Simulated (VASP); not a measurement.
Wanted: the native input for a VASP 6.6.1 run.

| Quantity | Value |
| --- | --- |
| Task | single point |
| Functional | r2SCAN |
| Potentials or basis | VASP PAW PBE potentials, release 64 (Mo_sv, S) |
| Cutoff | 520 eV |
| k mesh | 3 × 3 × 3 |
| Occupations | fermi-dirac, width 0.36 eV |
| Spin | no spin polarisation |
| Dipole correction | no |
| Further INCAR settings | ALGO = Normal; EDIFF = 1e-06; NBANDS = 64 |

MoS2:

```
Mo S
1.0
    -3.31070   -1.91143    6.44329
     3.31070   -1.91143    6.44329
     0.00000    3.82287    6.44329
Mo S
4 8
Direct
  0.90947 0.90995 0.12792
  0.52308 0.43495 0.99890
  0.47769 0.00129 0.50753
  0.96900 0.45120 0.49460
  0.23732 0.16425 0.31530
  0.29925 0.42777 0.48680
  0.57306 0.68313 0.34736
  0.84201 0.01929 0.41666
  0.68969 0.13769 0.88681
  0.85359 0.41063 0.90617
  0.29441 0.73658 0.73004
  0.35392 0.90837 0.95519
```

One way to write it, as run:

POSCAR

```
MoS2
1.0
   -3.3106990000     -1.9114330000      6.4432910000
    3.3106990000     -1.9114330000      6.4432910000
    0.0000000000      3.8228660000      6.4432910000
Mo S
4 8
Direct
   -0.0905325313     -0.0900492497      0.1279223558
    0.5230840230      0.4349455362     -0.0010962157
    0.4776872756      0.0012924116      0.5075348130
   -0.0309978225      0.4511964211      0.4945978928
    0.2373158298      0.1642496888      0.3153041681
    0.2992507240      0.4277734317      0.4867965456
    0.5730582011      0.6831255917      0.3473601104
    0.8420139427      1.0192876846      0.4166647100
    0.6896855880      0.1376873544      0.8868131777
    0.8535908037      0.4106329872      0.9061732934
    0.2944052466      0.7365777304      0.7300425610
    0.3539224937      0.9083673405      0.9551949884
```

INCAR.step1

```
SYSTEM = MoS2
ALGO = Normal
EDIFF = 1E-4
ENCUT = 520
GGA = PE
ISMEAR = -1
LASPH = .TRUE.
LCHARG = .FALSE.
LREAL = .FALSE.
LWAVE = .TRUE.
NBANDS = 64
NELM = 60
PREC = Accurate
SIGMA = 0.36
```

INCAR.step2

```
SYSTEM = MoS2
ALGO = Normal
EDIFF = 1E-6
ENCUT = 520
ISIF = 2
ISMEAR = -1
ISTART = 1
LASPH = .TRUE.
LCHARG = .TRUE.
LELF = .TRUE.
LMIXTAU = .TRUE.
LREAL = .FALSE.
LVHAR = .TRUE.
LWAVE = .FALSE.
METAGGA = R2SCAN
NBANDS = 64
NELM = 60
PREC = Accurate
SIGMA = 0.36
```

KPOINTS

```
k-points
0
G
  3 3 3
  0 0 0
```

Potentials or basis: VASP PAW PBE potentials, release 64 (Mo_sv, S).

Command:

```console
$ cat potpaw_PBE.64/Mo_sv/POTCAR potpaw_PBE.64/S/POTCAR > POTCAR
$ cp INCAR.step1 INCAR
$ mpirun -np 1 vasp_std > vasp.out
$ cp INCAR.step2 INCAR
$ mpirun -np 1 vasp_std > vasp.out
```

It gave:

```yaml
Pressure: -1.6 GPa
Largest_force: 6.800 eV/Å
Band_gap_on_the_k_mesh: zero (bands 52 and 53 overlap by 0.04 eV)
```

Caveat: the k points lie up to 0.38 Å⁻¹ apart; so wide a smearing shifts energies and pressures; the PAW data sets were made with another functional, which shifts forces and pressure a little.

It took 19 min on 1 thread of Oxide Virtual Turin-like Processor, on a shared host, peak memory 0.51 GiB.
